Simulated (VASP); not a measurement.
**Ag: electric field gradients with PBE**

Crystal: Ag.

```xyz
1
Lattice="0.0000 2.0017 2.0017 2.0017 0.0000 2.0017 2.0017 2.0017 0.0000" Properties=species:S:1:pos:R:3 pbc="T T T"
Ag    0.0000    0.0000    0.0000
```

This cell differs from its parent crystal: volume scaled by 0.9405.

| Item | Value |
| --- | --- |
| Program | VASP 6.6.1 |
| Task | electric field gradients |
| Functional | PBE |
| Potentials or basis | VASP PAW PBE potentials, release 64 (Ag) |
| Cutoff | 520 eV |
| k mesh | 15 × 15 × 15 |
| Occupations | fermi-dirac, width 0.05 eV |
| Spin | no spin polarisation |
| Dipole correction | no |
| Further INCAR settings | ALGO = Normal; EDIFF = 1e-08; NBANDS = 12 |

* Pressure: 12.8 GPa

Levels at points of the mesh, in eV from the Fermi level:
```csv
k point,band 2,band 3,band 4,band 5,band 6,band 7,band 8,band 9,band 10,band 11
"(0.00, 0.00, 0.00)",-5.22,-5.22,-5.22,-4.07,-4.07,15.96,19.91,19.91,19.91,24.87
```

Run time: 14 s on 1 thread of AMD EPYC 9R45 96-Core Processor (Zen 5) (shared host), peak memory 0.12 GiB.

Caveat: without QUAD_EFG the Cq values of the log hold for a quadrupole moment of 1 mb, not for the nuclei.
